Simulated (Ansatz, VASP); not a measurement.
# In3Se: VASP beside Ansatz

The input INCAR:

```
PREC = Accurate
ENCUT = 520
EDIFF = 1E-6
ISMEAR = -1
SIGMA = 0.05
LREAL = F
LASPH = T
NELM = 80
ALGO = Normal
ISIF = 2
LWAVE = F
LCHARG = F
GGA = PE
NBANDS = 30
```

File KPOINTS:

```
regular mesh
0
Gamma
  6 6 6
```

The input POSCAR:

```
In3Se
1.0
    4.8037580000      0.0000000000      0.0000000000
    0.0000000000      4.8037580000      0.0000000000
    0.0000000000      0.0000000000      4.8037580000
In Se
3 1
Direct
    0.5000000000      0.5000000000      0.0000000000
    0.5000000000      0.0000000000      0.5000000000
    0.0000000000      0.5000000000      0.5000000000
    0.0000000000      0.0000000000      0.0000000000
```

Contents of input.yaml:

```yaml
crystal:
  lattice:
    - [4.803758, 0.0, 0.0]
    - [0.0, 4.803758, 0.0]
    - [0.0, 0.0, 4.803758]
  atoms:
    - { symbol: In, position: [0.5, 0.5, 0.0] }
    - { symbol: In, position: [0.5, 0.0, 0.5] }
    - { symbol: In, position: [0.0, 0.5, 0.5] }
    - { symbol: Se, position: [0.0, 0.0, 0.0] }
hamiltonian:
  xc: pbe
  pseudopotentials: { kind: paw }
kpoints:
  mp_grid: { grid: [6, 6, 6] }
  band_path:
    path:
      - [[0.0, 0.0, 0.0], [0.0, 0.5, 0.0], [0.5, 0.5, 0.0], [0.0, 0.0, 0.0], [0.5, 0.5, 0.5], [0.0, 0.5, 0.0]]
      - [[0.5, 0.5, 0.0], [0.5, 0.5, 0.5]]
    npoints: 14
scf:
  occupations: { method: fermi_dirac, width: 0.05 }
  n_extra_bands: 10
output:
  forces: true
  stress: true
  eigenvalues: true
  fatbands: false
```

Alike in both runs: functional PBE; k mesh 6 × 6 × 6; occupations fermi-dirac, width 0.05 eV; no spin polarisation.

|  | VASP | Ansatz |
| --- | --- | --- |
| version | VASP 6.6.1 | Ansatz 0.2.0 |
| potentials or method | VASP PAW PBE potentials, release 64 (In_d, Se) | Ansatz PAW |
| plane-wave cutoff (eV) | 520 | 420 |
| valence electrons in the cell | 45 | 55 |
| task | single point | band structure |

|  | VASP | Ansatz | Ansatz less VASP |
| --- | --- | --- | --- |
| gap on the k mesh at the Fermi level (eV) | none | none | - |
| pressure (GPa) | -0.3 | -0.3 | +0.03 |

A gap of «none» marks a metal or a gap that the smearing closes. The functional is the same, so the differences come from potentials, cutoffs and numerics. VASP's potentials hold 45 valence electrons a cell and Ansatz's 55, so a difference there can come from the potentials and not from the codes.
